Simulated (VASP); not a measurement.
# BN (Cm) in VASP: single point with PBE

Aim: the single point of BN with PBE.

Everything below comes from runs of VASP 6.6.1. Logs are shortened: lines on timing, memory, paths and dates and some standing lists are left out, and cuts for length are marked.

### Step 1. The cell of the first run

Symmetry: Cm, No. 8, monoclinic system. Conventional cell: a = 4.355 Å, b = 2.557 Å, c = 3.534 Å, α = 90.00°, β = 111.75°, γ = 90.00°. Within 1.2 Å of B (site symmetry m) lie 1 N at 0.88 Å. N (site symmetry m) has 1 B at 0.88 Å within 1.2 Å.

### Step 2. Single point, PBE

INCAR

```
SYSTEM = BN
ALGO = Normal ; EDIFF = 1E-6
ENCUT = 520 ; GGA = PE
ISIF = 2 ; ISMEAR = 0
LASPH = .TRUE. ; LCHARG = .FALSE.
LREAL = .FALSE. ; LWAVE = .FALSE.
NBANDS = 11 ; NELM = 60
PREC = Accurate ; SIGMA = 0.1
```

KPOINTS

```
k-points
0
G
  8 8 6
  0 0 0
```

POSCAR

```
BN
1.0
    2.1773887400     -1.2782634600      0.0000000000
    2.1773887400      1.2782634600      0.0000000000
   -1.3095923300      0.0000000000      3.2820912900
B N
1 1
Direct
    0.0595722700      0.0595722700      0.9261258800
    0.2728607500      0.2728607500      0.0711731700
```

Potentials or basis: VASP PAW PBE potentials, release 64 (B, N).

Launch:

```
> cat potpaw_PBE.64/B/POTCAR potpaw_PBE.64/N/POTCAR > POTCAR
> mpirun -np 1 vasp_std > vasp.out
```

OUTCAR:

```text
SYSTEM = BN
   EDIFF = 1E-6
   ENCUT = 520
   GGA = PE
   ISIF = 2
   ISMEAR = 0
   LASPH = .TRUE.
   LREAL = .FALSE.
   NELM = 60
   PREC = Accurate

 ion  position               nearest neighbor table
   1  0.060  0.060  0.926-   2 0.88
   2  0.273  0.273  0.071-   1 0.88

 -----------------------------------------------------------------------------
|                                                                             |
|           W    W    AA    RRRRR   N    N  II  N    N   GGGG   !!!           |
|           W    W   A  A   R    R  NN   N  II  NN   N  G    G  !!!           |
|           W    W  A    A  R    R  N N  N  II  N N  N  G       !!!           |
|           W WW W  AAAAAA  RRRRR   N  N N  II  N  N N  G  GGG   !            |
|           WW  WW  A    A  R   R   N   NN  II  N   NN  G    G                |
|           W    W  A    A  R    R  N    N  II  N    N   GGGG   !!!           |
|                                                                             |
|     The distance between some ions is very small. Please check the          |
|     nearest-neighbor list in the OUTCAR file.                               |
|     I HOPE YOU KNOW WHAT YOU ARE DOING!                                     |
|                                                                             |
 -----------------------------------------------------------------------------

  LATTYP: Found a base centered monoclinic cell.
 ALAT       =     4.3547774800
 B/A-ratio  =     0.5870625840
 C/A-ratio  =     0.8114575179
 COS(beta)  =    -0.3705991051

  Lattice vectors:

 A1 = (   2.1773887400,  -1.2782634600,   0.0000000000)
 A2 = (   2.1773887400,   1.2782634600,   0.0000000000)
 A3 = (  -1.3095923300,   0.0000000000,   3.2820912900)

Analysis of symmetry for initial positions (statically):
=====================================================================
 Subroutine PRICEL returns:
 Original cell was already a primitive cell.

 Routine SETGRP: Setting up the symmetry group for a
 base centered monoclinic supercell.

 Subroutine GETGRP returns: Found  2 space group operations
 (whereof  2 operations were pure point group operations)
 out of a pool of  4 trial point group operations.

The static configuration has the point symmetry C_1h.

Analysis of symmetry for dynamics (positions and initial velocities):
=====================================================================
 Subroutine PRICEL returns:
 Original cell was already a primitive cell.

 Routine SETGRP: Setting up the symmetry group for a
 base centered monoclinic supercell.

 Subroutine GETGRP returns: Found  2 space group operations
 (whereof  2 operations were pure point group operations)
 out of a pool of  4 trial point group operations.

The dynamic configuration has the point symmetry C_1h.
[... 109 lines left out ...]
   PSTRESS=    0.0 pullay stress
   NELECT =       8.0000    total number of electrons
   NUPDOWN=      -1.0000    fix difference up-down
   EMIN   =  10.00;   EMAX   =-10.00  energy-range for DOS
   EFERMI =   0.00;   METHOD = LEGACY
   ISMEAR =     0;   SIGMA  =   0.10  broadening in eV -4-tet -1-fermi 0-gaus
   EFERMI_NEDOS =   21; number of points for ismear=-14 and -15
   IALGO  =     38    algorithm
   IMIX   =      4    mixing-type and parameters
     AMIX     =   0.40;   BMIX     =  1.00
     AMIX_MAG =   1.60;   BMIX_MAG =  1.00
  volume/ion in A,a.u.               =       9.13        61.65
  Fermi-wavevector in a.u.,A,eV,Ry     =   1.243157  2.349225 21.026964  1.545438
  Thomas-Fermi vector in A             =   2.377480
   LORBIT       =      0    0 simple, 1 ext, 2 COOP (PROOUT), +10 PAW based schemes
   GGA     = PE    functional components
   LHFCALC =     F    Hartree Fock is set to
   AEXX    =    0.0000 exact exchange contribution
   IVDW    =     0    specifies the selected vdW correction
   LEPSILON=     F    determine dielectric tensor
   LRPA    =     F    only Hartree local field effects (RPA)
 non-spin polarized calculation
 Gauss-broadening in eV      SIGMA  =   0.10
  energy-cutoff  :      520.00
  volume of cell :       18.27
 maximum number of plane-waves:       503
   NGX =  9   NGY =  9   NGZ = 13

 number of electron       8.0000001 magnetization

 Free energy of the ion-electron system (eV)
  ---------------------------------------------------
  ext. energy  EPLUGINS =         0.00000000
  ---------------------------------------------------
  free energy    TOTEN  =         1.72750473 eV

  energy without entropy =        1.72750473  energy(sigma->0) =        1.72750473

 E-fermi :   2.0172     XC(G=0):  -9.9502

 val. band max:        1.5284582410   @ k =  -0.1250   0.1250   0.3333
 cond. band min:       3.6940318186   @ k =   0.5000   0.5000   0.5000
 fundamental gap:      2.1655735775
 Fermi energy:         2.0172398126

 k-point     1 :       0.0000    0.0000    0.0000
  band No.  band energies     occupation
      1     -15.1694      2.00000
      2      -2.6196      2.00000
      3      -1.3887      2.00000
      4       1.3093      2.00000
      5       5.1944      0.00000
      6       9.5587      0.00000
      7      13.7054      0.00000
      8      19.5402      0.00000
      9      24.3642      0.00000
     10      25.4008      0.00000
     11      27.5547      0.00000
[... 309 lines left out ...]
 k-point    24 :       0.2500    0.0000    0.1667
  band No.  band energies     occupation
      1     -14.1292      2.00000
      2      -3.5783      2.00000
      3      -2.6167      2.00000
      4       1.0707      2.00000
      5       5.2204      0.00000
      6      10.8614      0.00000
      7      13.1346      0.00000
      8      18.6939      0.00000
      9      23.1443      0.00000
     10      23.5791      0.00000
     11      26.4287      0.00000

 [... further k-points ...]
[... 5 lines left out ...]
  --------------------------------------------------------------------------------------
  -------------------------------------------------------------------------------------
  Total       63.9842783      1.6218985     23.2552301      0.0000000      0.0000000     42.8040057
  in kB     5611.0851436    142.2319768   2039.3615353      0.0000000      0.0000000   3753.6864796
  external PRESSURE =    2597.5595519 kB  Pullay stress =       0.0000000 kB

 VOLUME and BASIS-vectors are now :
 -----------------------------------------------------------------------------
  energy-cutoff  :      520.00
  volume of cell :       18.27
      direct lattice vectors                 reciprocal lattice vectors
     2.177388740 -1.278263460  0.000000000     0.229632858 -0.391155670  0.091626163
     2.177388740  1.278263460  0.000000000     0.229632858  0.391155670  0.091626163
    -1.309592330  0.000000000  3.282091290     0.000000000  0.000000000  0.304683786

 POSITION                                       TOTAL-FORCE (eV/Angst)
 -----------------------------------------------------------------------------------
     -0.95342      0.00000      3.03963       -89.847501      0.000000    -49.949507
      1.09504      0.00000      0.23360        89.847501      0.000000     49.949507
 -----------------------------------------------------------------------------------
    total drift:                               -0.000545     -0.000000     -0.001038

  FREE ENERGIE OF THE ION-ELECTRON SYSTEM (eV)
  ---------------------------------------------------
  free  energy   TOTEN  =         1.7275047332 eV

  energy  without entropy=        1.7275047332  energy(sigma->0) =        1.72750473
```

OSZICAR:

```text
N       E                     dE             d eps       ncg     rms          rms(c)
DAV:   1     0.298945239560E+02    0.29895E+02   -0.43074E+03  2596   0.641E+02
DAV:   2    -0.575632900942E+01   -0.35651E+02   -0.33893E+02  2991   0.175E+02
DAV:   3    -0.663513943350E+01   -0.87881E+00   -0.87823E+00  3016   0.258E+01
DAV:   4    -0.663775814787E+01   -0.26187E-02   -0.26187E-02  2709   0.160E+00
DAV:   5    -0.663776904988E+01   -0.10902E-04   -0.10902E-04  3010   0.929E-02    0.168E+01
DAV:   6     0.952548865223E+00    0.75903E+01   -0.24941E+01  2744   0.288E+01    0.606E+00
DAV:   7     0.165688978746E+01    0.70434E+00   -0.17253E+00  2942   0.101E+01    0.266E+00
DAV:   8     0.172874291468E+01    0.71853E-01   -0.31758E-01  2953   0.419E+00    0.974E-01
DAV:   9     0.172746571075E+01   -0.12772E-02   -0.17633E-02  2712   0.123E+00    0.195E-01
DAV:  10     0.172762712274E+01    0.16141E-03   -0.13846E-03  2973   0.219E-01    0.122E-01
DAV:  11     0.172751899335E+01   -0.10813E-03   -0.14416E-04  2640   0.878E-02    0.220E-02
DAV:  12     0.172750552996E+01   -0.13463E-04   -0.18970E-05  2916   0.294E-02    0.520E-03
DAV:  13     0.172750473319E+01   -0.79678E-06   -0.22055E-06  2730   0.952E-03
   1 F= 0.17275047E+01 E0= 0.17275047E+01  d E =-.396854E-13
```

stdout:

```text
POSCAR found type information on POSCAR B N
 POSCAR found :  2 types and       2 ions
 scaLAPACK will be used
 LDA part: xc-table for (Slater+PW92), standard interpolation
 -----------------------------------------------------------------------------
|                                                                             |
|           W    W    AA    RRRRR   N    N  II  N    N   GGGG   !!!           |
|           W    W   A  A   R    R  NN   N  II  NN   N  G    G  !!!           |
|           W    W  A    A  R    R  N N  N  II  N N  N  G       !!!           |
|           W WW W  AAAAAA  RRRRR   N  N N  II  N  N N  G  GGG   !            |
|           WW  WW  A    A  R   R   N   NN  II  N   NN  G    G                |
|           W    W  A    A  R    R  N    N  II  N    N   GGGG   !!!           |
|                                                                             |
|     The distance between some ions is very small. Please check the          |
|     nearest-neighbor list in the OUTCAR file.                               |
|     I HOPE YOU KNOW WHAT YOU ARE DOING!                                     |
|                                                                             |
 -----------------------------------------------------------------------------

 POSCAR, INCAR and KPOINTS ok, starting setup
 FFT: planning ... GRIDC
 FFT: planning ... GRID_SOFT
 FFT: planning ... GRID
 WAVECAR not read
 entering main loop
```

Run time: 11 s. Hardware: 1 thread of AMD EPYC 9R45 (Zen 5), shared host; peak memory 0.11 GiB.

Results:

* Free energy: 1.7275 eV
* Pressure: 259.8 GPa
* Largest force: 102.798 eV/Å
* Band gap on the k mesh: 2.17 eV, indirect (least direct gap 3.14 eV)

Forces on the atoms (eV/Å):
```
B   -89.848   0.000 -49.950
N    89.848   0.000  49.950
```

Caveat: forces of over 1 eV/Å act on the atoms, so gaps and moduli don't describe the material at rest. A k mesh can miss the band edges.
